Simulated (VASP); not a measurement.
Here is a VASP 6.6.1 calculation.

Contents of INCAR:

```
ALGO = Normal
EDIFF = 1E-8
ENCUT = 520
GGA = CA
ISIF = 2
ISMEAR = -1
LASPH = True
LCHARG = False
LEFG = True
LREAL = False
LWAVE = False
NBANDS = 18
NELM = 60
PREC = Accurate
SIGMA = 0.02
```

KPOINTS

```
k-points
0
Gamma
  10 10 10
```

Contents of POSCAR:

```
HfO2
1.0
    0.0000000000      2.5575000000      2.5575000000
    2.5575000000      0.0000000000      2.5575000000
    2.5575000000      2.5575000000      0.0000000000
Hf O
1 2
Direct
    0.0000000000      0.0000000000      0.0000000000
    0.2500000000      0.2500000000      0.2500000000
    0.7500000000      0.7500000000      0.7500000000
```

Potentials or basis: VASP PAW LDA potentials, release 64 (Hf_pv, O).

Command:

```bash
$ cat potpaw_LDA.64/Hf_pv/POTCAR potpaw_LDA.64/O/POTCAR > POTCAR
$ mpirun -np 1 vasp_std > vasp.out
```

What does it give for the band gap on the k mesh?

3.52 eV, direct.

Predict the pressure.

-19.3 GPa.

Caveat: without QUAD_EFG the Cq values of the log hold for a quadrupole moment of 1 mb, not for the nuclei; spin-orbit coupling is left out, which moves the levels of the heavy elements. Expect the measured gap to be larger: semilocal functionals such as LDA lack the derivative discontinuity.
